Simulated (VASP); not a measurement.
Li12Cd4H (a cell with a defect): single point with LDA

Crystal: Li12Cd4H (a cell with a defect).

```
Li Cd H
1.0
     6.61239    0.00000    0.00000
     0.00000    6.61239    0.00000
     0.00000    0.00000    6.61239
Li Cd H
12 4 1
Direct
  0.24790 0.24921 0.24761
  0.74978 0.74590 0.75274
  0.49891 0.49951 0.49426
  0.74911 0.76226 0.25214
  0.24958 0.25298 0.74405
  0.99784 0.99979 0.49445
  0.74979 0.25359 0.75307
  0.24789 0.75017 0.24784
  0.99605 0.49987 0.00783
  0.24954 0.74634 0.74387
  0.74916 0.23711 0.25192
  0.49253 0.99954 0.98791
  0.00552 0.99958 0.98928
  0.50246 0.49983 0.00703
  0.48620 0.99981 0.50792
  0.99746 0.49959 0.49496
  0.74996 0.99978 0.37895
```

| Property | Result |
| --- | --- |
| Program | VASP 6.6.1 |
| Task | single point |
| Functional | LDA |
| Potentials or basis | VASP PAW LDA potentials, release 64 (Li_sv, Cd, H) |
| Cutoff | 520 eV |
| k mesh | 3 × 3 × 3 |
| Occupations | gaussian, width 0.15 eV |
| Spin | no spin polarisation |

| Item | Value |
| --- | --- |
| Largest force | 0.028 eV/Å |

Forces on the atoms (eV/Å):
```
Li   0.000 -0.002 -0.002
Li   0.000 -0.002 -0.002
Li   0.000  0.001 -0.001
Li   0.000  0.008  0.001
Li  -0.002  0.002  0.000
Li   0.014  0.001  0.009
Li  -0.002  0.000 -0.004
Li  -0.001  0.002 -0.003
Li   0.000  0.000 -0.001
Li  -0.001 -0.002  0.000
Li   0.001 -0.005  0.000
Li  -0.002  0.000 -0.008
Cd   0.000 -0.001 -0.003
Cd   0.001  0.000  0.001
Cd  -0.025 -0.001  0.013
Cd  -0.002  0.001 -0.003
H    0.020 -0.002  0.005
```

Levels at points of the mesh, in eV from the Fermi level:
```tsv
k point	band 40	band 41	band 42	band 43	band 44	band 45	band 46	band 47
(0.00, 0.00, 0.00)	-1.06	-0.36	-0.34	-0.34	-0.32	-0.32	1.57	2.29
```

Wall time 8.8 min on 1 thread of Oxide Virtual Turin-like Processor, with other jobs on the host, peak memory 0.32 GiB.
